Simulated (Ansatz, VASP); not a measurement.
# ZnO: VASP beside Ansatz

```
Zn O
1.0
     0.00000    2.13377    2.13377
     2.13377    0.00000    2.13377
     2.13377    2.13377    0.00000
Zn O
1 1
Cartesian
  0.0000 0.0000 0.0000
  2.1338 2.1338 2.1338
```

Alike in both runs: task single point; functional PBE; k mesh 8 × 8 × 8; no spin polarisation.

|  | VASP | Ansatz |
| --- | --- | --- |
| version | VASP 6.6.1 | Ansatz 0.2.0 |
| potentials or method | VASP PAW PBE potentials, release 64 (Zn, O) | plane waves, PAW |
| plane-wave cutoff (eV) | 520 | 420 |
| occupations | gaussian, width 0.01 eV | fixed |
| valence electrons in the cell | 18 | 18 |

```csv
,VASP,Ansatz,Ansatz less VASP
gap on the k mesh at the Fermi level (eV),0.92,0.95,+0.033
pressure (GPa),9.1,7.9,-1.19
```
